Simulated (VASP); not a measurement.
# Se (P3_121) in VASP: a series of runs, part 2 of 2

VASP 6.6.1. The steps go on from the part before.

### Step 4. Relaxation of cell and atoms, PBE+D3(BJ)

This run uses another cell than the first one, of 24.47 Å³/atom, 0.898 times its volume.

File INCAR:

```
SYSTEM = Se
PREC = Accurate
ENCUT = 600
EDIFF = 1E-6
ISMEAR = 0
SIGMA = 0.02
LREAL = .False.
LASPH = .True.
NELM = 100
ALGO = Normal
ISIF = 3
LWAVE = .False.
LCHARG = .False.
GGA = PE
IVDW = 12
IBRION = 2
NSW = 100
EDIFFG = -0.005
```

File KPOINTS:

```
regular mesh
0
Gamma
  12 12 8
  0 0 0
```

File POSCAR:

```
Se
1.0
    4.0662414390      0.0000000000      0.0000000000
   -2.0331207195      3.5214683841      0.0000000000
    0.0000000000      0.0000000000      5.1274762877
Se
3
Direct
    0.2475669261      0.0000000000      0.3333333333
    0.0000000000      0.2475669261      0.6666666667
    0.7524330739      0.7524330739      0.0000000000
```

Potentials or basis: VASP PAW PBE potentials, release 64 (Se).

Command:

```
$ cat potpaw_PBE.64/Se/POTCAR > POTCAR
$ mpirun -np 1 vasp_std > vasp.out
```

OUTCAR:

```text
SYSTEM = Se
   PREC = Accurate
   ENCUT = 600
   EDIFF = 1E-6
   ISMEAR = 0
   LREAL = .False.
   LASPH = .True.
   NELM = 100
   ISIF = 3
   GGA = PE
   IVDW = 12
   IBRION = 2
   NSW = 100
   EDIFFG = -0.005
 IVDW          = 12

 ion  position               nearest neighbor table
   1  0.248  0.000  0.333-   3 2.44   2 2.44
   2  0.000  0.248  0.667-   3 2.44   1 2.44
   3  0.752  0.752  0.000-   1 2.44   2 2.44

  LATTYP: Found a hexagonal cell.
 ALAT       =     4.0662414390
 C/A-ratio  =     1.2609866789

  Lattice vectors:

 A1 = (   4.0662414390,   0.0000000000,   0.0000000000)
 A2 = (  -2.0331207195,   3.5214683841,   0.0000000000)
 A3 = (   0.0000000000,   0.0000000000,   5.1274762877)

Analysis of symmetry for initial positions (statically):
=====================================================================
 Subroutine PRICEL returns:
 Original cell was already a primitive cell.

 Routine SETGRP: Setting up the symmetry group for a
 hexagonal supercell.

 Subroutine GETGRP returns: Found  6 space group operations
 (whereof  2 operations were pure point group operations)
 out of a pool of 24 trial point group operations.

The static configuration has the point symmetry C_2 .
 The point group associated with its full space group is D_3 .

Analysis of symmetry for dynamics (positions and initial velocities):
=====================================================================
 Subroutine PRICEL returns:
 Original cell was already a primitive cell.

 Routine SETGRP: Setting up the symmetry group for a
 hexagonal supercell.

 Subroutine GETGRP returns: Found  6 space group operations
 (whereof  2 operations were pure point group operations)
 out of a pool of 24 trial point group operations.

The dynamic configuration has the point symmetry C_2 .
 The point group associated with its full space group is D_3 .

 Subroutine INISYM returns: Found  6 space group operations
 (whereof  2 operations are pure point group operations),
 and found     1 'primitive' translations

----------------------------------------------------------------------------------------

                                     Primitive cell

  volume of cell :      73.4211

  direct lattice vectors                    reciprocal lattice vectors
     4.066241439  0.000000000  0.000000000     0.245927355  0.141986224  0.000000000
    -2.033120719  3.521468384  0.000000000     0.000000000  0.283972449  0.000000000
     0.000000000  0.000000000  5.127476288     0.000000000  0.000000000  0.195027718

  length of vectors
     4.066241439  4.066241439  5.127476288     0.283972449  0.283972449  0.195027718

  position of ions in fractional coordinates (direct lattice)
     0.247566926  0.000000000  0.333333333
     1.000000000  0.247566926  0.666666667
     0.752433074  0.752433074  0.000000000

  ion indices of the primitive-cell ions
   primitive index   ion index
                 1           1
                 2           2
                 3           3

----------------------------------------------------------------------------------------

 KPOINTS: regular mesh

Automatic generation of k-mesh.
 Grid dimensions read from file:
 generate k-points for:   12   12    8

 Generating k-lattice:

  Cartesian coordinates                     Fractional coordinates (reciprocal lattice)
     0.020493946  0.011832185  0.000000000     0.083333333 -0.000000000  0.000000000
     0.000000000  0.023664371  0.000000000     0.000000000  0.083333333  0.000000000
     0.000000000  0.000000000  0.024378465     0.000000000  0.000000000  0.125000000

  Length of vectors
     0.023664371  0.023664371  0.024378465

  Shift w.r.t. Gamma in fractional coordinates (k-lattice)
     0.000000000  0.000000000  0.000000000

 Subroutine IBZKPT returns following result:
 ===========================================

 Found    131 irreducible k-points:

 Following reciprocal coordinates:
            Coordinates               Weight
  0.000000  0.000000  0.000000      1.000000
  0.083333  0.000000  0.000000      6.000000
  0.166667  0.000000  0.000000      6.000000
  0.250000  0.000000  0.000000      6.000000
  0.333333  0.000000  0.000000      6.000000
  0.416667  0.000000  0.000000      6.000000
[... 16 lines left out ...]
  0.166667  0.000000  0.125000      6.000000
  0.000000  0.166667  0.125000      6.000000
 [... further k-points ...]
   k-points           NKPTS =    131   k-points in BZ     NKDIM =    131   number of bands    NBANDS=     13
   number of dos      NEDOS =    301   number of ions     NIONS =      3
   total plane-waves  NPLWV =  43008
   dimension x,y,z NGX =    32 NGY =   32 NGZ =   42
   dimension x,y,z NGXF=    64 NGYF=   64 NGZF=   84
   ions per type =               3
   NGX,Y,Z   is equivalent  to a cutoff of  13.08, 13.08, 13.62 a.u.
   NGXF,Y,Z  is equivalent  to a cutoff of  26.17, 26.17, 27.23 a.u.
 SYSTEM =  Se
   PREC   = accura    normal or accurate (medium, high low for compatibility)
   ISTART =      0    job   : 0-new  1-cont  2-samecut
   ICHARG =      2    charge: 1-file 2-atom 10-const
   ISPIN  =      1    spin polarized calculation?
   LNONCOLLINEAR =      F non collinear calculations
   LSORBIT =      F    spin-orbit coupling
   LASPH  =      T    aspherical Exc in radial PAW
   ENCUT  =  600.0 eV  44.10 Ry    6.64 a.u.   8.12  8.12 10.24*2*pi/ulx,y,z
   NELM   =    100;   NELMIN=  2; NELMDL= -5     # of ELM steps
   EDIFF  = 0.1E-05   stopping-criterion for ELM
   LREAL  =      F    real-space projection
   EDIFFG = -.5E-02   stopping-criterion for IOM
   NSW    =    100    number of steps for IOM
   IBRION =      2    ionic relax: 0-MD 1-quasi-New 2-CG
   NFREE  =      1    steps in history (QN), initial steepest desc. (CG)
   ISIF   =      3    stress and relaxation
   ISYM   =      2    0-nonsym 1-usesym 2-fastsym
   POTIM  = 0.5000    time-step for ionic-motion
   TEBEG  =    0.0;   TEEND  =   0.0 temperature during run
   PSTRESS=    0.0 pullay stress
   NELECT =      18.0000    total number of electrons
   NUPDOWN=      -1.0000    fix difference up-down
   EMIN   =  10.00;   EMAX   =-10.00  energy-range for DOS
   EFERMI =   0.00;   METHOD = LEGACY
   ISMEAR =     0;   SIGMA  =   0.02  broadening in eV -4-tet -1-fermi 0-gaus
   EFERMI_NEDOS =   21; number of points for ismear=-14 and -15
   IALGO  =     38    algorithm
   IMIX   =      4    mixing-type and parameters
     AMIX     =   0.40;   BMIX     =  1.00
     AMIX_MAG =   1.60;   BMIX_MAG =  1.00
  volume/ion in A,a.u.               =      24.47       165.16
  Fermi-wavevector in a.u.,A,eV,Ry     =   1.024610  1.936233 14.283759  1.049827
  Thomas-Fermi vector in A             =   2.158407
   LORBIT       =      0    0 simple, 1 ext, 2 COOP (PROOUT), +10 PAW based schemes
   GGA     = PE    functional components
   LHFCALC =     F    Hartree Fock is set to
   AEXX    =    0.0000 exact exchange contribution
   IVDW    =    12    specifies the selected vdW correction
   LEPSILON=     F    determine dielectric tensor
   LRPA    =     F    only Hartree local field effects (RPA)
 conjugate gradient relaxation of ions
 non-spin polarized calculation
 Gauss-broadening in eV      SIGMA  =   0.02
  energy-cutoff  :      600.00
  volume of cell :       73.42
 maximum number of plane-waves:      2472
   NGX = 17   NGY = 17   NGZ = 21

--------------------------------------- Ionic step        1  -------------------------------------------

 number of electron      18.0000002 magnetization

 Free energy of the ion-electron system (eV)
  ---------------------------------------------------
  ext. energy  EPLUGINS =         0.00000000
  ---------------------------------------------------
  free energy    TOTEN  =       -10.42271704 eV

  energy without entropy =      -10.42271704  energy(sigma->0) =      -10.42271704

------------------------ aborting loop because EDIFF is reached ----------------------------------------

 Edisp (eV)   -1.06965

 E8    (eV) :    -0.4420
[... 73 lines left out ...]
--------------------------------------- Ionic step        3  -------------------------------------------

 number of electron      18.0000002 magnetization

 Free energy of the ion-electron system (eV)
  ---------------------------------------------------
  ext. energy  EPLUGINS =         0.00000000
  ---------------------------------------------------
  free energy    TOTEN  =       -10.42413752 eV

  energy without entropy =      -10.42413752  energy(sigma->0) =      -10.42413752

 E-fermi :   3.7960     XC(G=0):  -9.4321

 val. band max:        3.6876148999   @ k =   0.4167   0.1667   0.5000
 cond. band min:       4.1929504938   @ k =   0.3333   0.3333   0.5000
 fundamental gap:      0.5053355939
 Fermi energy:         3.7959608096

 k-point     1 :       0.0000    0.0000    0.0000
  band No.  band energies     occupation
      1     -12.2675      2.00000
      2      -8.2328      2.00000
      3      -8.2328      2.00000
      4       0.0466      2.00000
      5       0.2443      2.00000
      6       0.2443      2.00000
      7       1.8153      2.00000
      8       1.8153      2.00000
      9       3.1481      2.00000
     10       5.1430      0.00000
     11       5.1430      0.00000
     12       5.7344      0.00000
     13      10.0923      0.00000
[... 354 lines left out ...]
  band No.  band energies     occupation
      1     -12.0191      2.00000
      2      -9.0463      2.00000
      3      -7.4828      2.00000
      4      -0.9039      2.00000
      5      -0.6242      2.00000
      6       0.2627      2.00000
      7       2.0901      2.00000
      8       2.5952      2.00000
      9       3.0807      2.00000
     10       4.8161      0.00000
     11       4.9986      0.00000
     12       5.6930      0.00000
     13       9.3056      0.00000

 [... further k-points ...]

------------------------ aborting loop because EDIFF is reached ----------------------------------------

 Edisp (eV)   -1.06827

 E8    (eV) :    -0.4414
[... 26 lines left out ...]
  FREE ENERGIE OF THE ION-ELECTRON SYSTEM (eV)
  ---------------------------------------------------
  free  energy   TOTEN  =       -11.4924124313 eV

  energy  without entropy=      -11.4924124313  energy(sigma->0) =      -11.49241243

 reached required accuracy - stopping structural energy minimisation
```

It took 3.4 min on 1 thread of Oxide Virtual Turin-like, shared host; peak memory 0.26 GiB.

Results:

| Item | Value |
| --- | --- |
| Free energy | -11.4924 eV |
| Relaxed volume | 24.50 Å³/atom |
| Relaxed cell | a = 4.067 Å, b = 4.067 Å, c = 5.131 Å, α = 90.00°, β = 90.00°, γ = 120.00° |
| Space group after relaxing (to 0.05 Å) | P3_121 (No. 152) |
| Energy gained by relaxing | 0.0 meV/atom |
| Ionic steps | 3 |
| Pressure after relaxing | 0.0 GPa |
| Band gap on the k mesh | 0.51 eV, indirect (least direct gap 0.52 eV) |
| Dispersion energy per atom | -0.356 eV |

Final structure:
```yaml
crystal:
  lattice:
    - [4.06738, 0.00000, 0.00000]
    - [-2.03369, 3.52246, 0.00000]
    - [0.00000, 0.00000, 5.13086]
  atoms:
    - { symbol: Se, position: [0.24766, 0.00000, 0.33333] }
    - { symbol: Se, position: [0.00000, 0.24766, 0.66667] }
    - { symbol: Se, position: [0.75234, 0.75234, 0.00000] }
```

Levels at points of the mesh, in eV from the valence-band top:
```
           k point  band 7  band 8  band 9  band 10  band 11  band 12
(0.00, 0.00, 0.00)   -1.87   -1.87   -0.54     1.46     1.46     2.05
(0.50, 0.00, 0.00)   -3.54   -1.47   -0.98     1.47     1.72     4.24
(0.00, 0.00, 0.50)   -1.38   -1.35   -1.35     0.93     0.95     0.95
(0.50, 0.00, 0.50)   -2.41   -1.92   -0.08     1.32     2.50     2.95
```

### Step 5. Overview

```tsv
task	cell	k mesh	cutoff (eV)	gap on the mesh (eV)	pressure (GPa)	relaxed volume (Å³/atom)
relaxation of cell and atoms	relaxed from a = 4.366, b = 4.366, c = 4.954 Å, angles 90.0, 90.0, 120.0°, 3 atoms	6 × 6 × 6	600	0.52	0.0	24.50
single point	a = 4.066, b = 4.066, c = 5.127 Å, angles 90.0, 90.0, 120.0°, 3 atoms	12 × 12 × 8	520	0.51	0.1	-
relaxation of cell and atoms	relaxed from a = 4.066, b = 4.066, c = 5.127 Å, angles 90.0, 90.0, 120.0°, 3 atoms	12 × 12 × 8	600	0.51	0.0	24.50
```

Alike in all rows: level PBE+D3(BJ); potentials or basis VASP PAW PBE potentials, release 64 (Se); no spin polarisation; smearing gaussian 0.02 eV.

Caveats: the volume moved by -10 % from the deposited cell, more than functionals usually miss (some runs).

Absolute energies hang on the potentials; compare differences alone.
